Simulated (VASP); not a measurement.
Wanted: the native input for a VASP 6.6.1 run.

```
Task                   : single point
Functional             : r2SCAN
Potentials or basis    : VASP PAW PBE potentials, release 64 (Zr_sv, H)
Cutoff                 : 520 eV
k mesh                 : 10 × 10 × 7
Occupations            : fermi-dirac, width 0.1 eV
Spin                   : no spin polarisation
Dipole correction      : no
Further INCAR settings : ALGO = Normal; EDIFF = 1e-06; NBANDS = 21
```

The system is ZrH.

```
Zr H
1.0
     3.31371    0.00000    0.00000
     0.00000    3.31371    0.00000
     0.00000    0.00000    5.06764
Zr H
2 2
Direct
  0.00000 0.50000 0.00000
  0.50000 0.00000 0.50000
  0.00000 0.00000 0.75000
  0.00000 0.00000 0.25000
```

These files were run (other wordings do the same):

POSCAR

```
ZrH
1.0
    3.3137119800      0.0000000000      0.0000000000
    0.0000000000      3.3137119800      0.0000000000
    0.0000000000      0.0000000000      5.0676424800
Zr H
2 2
Direct
    0.0000000000      0.5000000000      0.0000000000
    0.5000000000      0.0000000000      0.5000000000
    0.0000000000      0.0000000000      0.7500000000
    0.0000000000      0.0000000000      0.2500000000
```

INCAR.step1

```
ALGO = Normal ; EDIFF = 1E-4
ENCUT = 520 ; GGA = PE
ISMEAR = -1 ; LASPH = T
LCHARG = F ; LREAL = F
LWAVE = T ; NBANDS = 21
NELM = 60 ; PREC = Accurate
SIGMA = 0.1
```

INCAR.step2

```
ALGO = Normal ; EDIFF = 1E-6
ENCUT = 520 ; ISIF = 2
ISMEAR = -1 ; ISTART = 1
LASPH = T ; LCHARG = F
LMIXTAU = T ; LREAL = F
LWAVE = F ; METAGGA = R2SCAN
NBANDS = 21 ; NELM = 60
PREC = Accurate ; SIGMA = 0.1
```

KPOINTS

```
k-points
0
Gamma
  10 10 7
```

Potentials or basis: VASP PAW PBE potentials, release 64 (Zr_sv, H).

Run with:

```sh
$ cat potpaw_PBE.64/Zr_sv/POTCAR potpaw_PBE.64/H/POTCAR > POTCAR
$ cp INCAR.step1 INCAR
$ mpirun -np 1 vasp_std > vasp.out
$ cp INCAR.step2 INCAR
$ mpirun -np 1 vasp_std > vasp.out
```

It gave:

```yaml
Pressure: -6.4 GPa
Band_gap_on_the_k_mesh: zero (bands 13 and 14 overlap by 0.72 eV)
```

Caveat: the cell stands under tension; the PAW data sets were made with another functional, which shifts forces and pressure a little.

It took 7.3 min on 1 thread of Intel(R) Xeon(R) Platinum 8375C CPU @ 2.90GHz (Ice Lake), with other jobs on the host, peak memory 0.23 GiB.
